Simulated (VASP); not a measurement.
Input of a VASP 6.6.1 run:

INCAR

```
SYSTEM = ScNbN
  PREC = Accurate
  ENCUT = 520
  EDIFF = 1E-6
  ISMEAR = -1
  SIGMA = 0.05
  LREAL = .FALSE.
  LASPH = .TRUE.
  NELM = 100
  ALGO = Normal
  ISIF = 2
  LWAVE = .FALSE.
  LCHARG = .FALSE.
  GGA = PE
  NBANDS = 38
```

Contents of KPOINTS:

```
Automatic mesh
0
G
  10 10 3
  0 0 0
```

The input POSCAR:

```
ScNbN
1.0
    3.0474673268      0.0000000000      0.0000000000
   -1.5237336634      2.6391841222      0.0000000000
    0.0000000000      0.0000000000     10.1457232046
Nb Sc N
2 2 2
Direct
    0.3333333333      0.6666666667      0.2474310000
    0.6666666667      0.3333333333      0.7525690000
    0.0000000000      0.0000000000      0.0000000000
    0.0000000000      0.0000000000      0.5000000000
    0.3333333333      0.6666666667      0.6278110000
    0.6666666667      0.3333333333      0.3721890000
```

Potentials or basis: VASP PAW PBE potentials, release 64 (Nb_sv, Sc_sv, N).

Command:

```bash
$ cat potpaw_PBE.64/Nb_sv/POTCAR potpaw_PBE.64/Sc_sv/POTCAR potpaw_PBE.64/N/POTCAR > POTCAR
$ mpirun -np 1 vasp_std > vasp.out
```

Problem. Predict the largest force.

Solution. 0.422 eV/Å.

Problem. Estimate the band gap on the k mesh.

Solution. Zero (band 29 reaches 9.43 eV, above the bottom of band 30 at 8.79 eV).

Problem. Estimate the pressure.

Solution. 10.4 GPa.

Forces on the atoms (eV/Å):
```
Nb   0.000  0.000 -0.422
Nb   0.000  0.000  0.422
Sc   0.000  0.000  0.000
Sc   0.000  0.000  0.000
N    0.000  0.000  0.179
N    0.000  0.000 -0.179
```
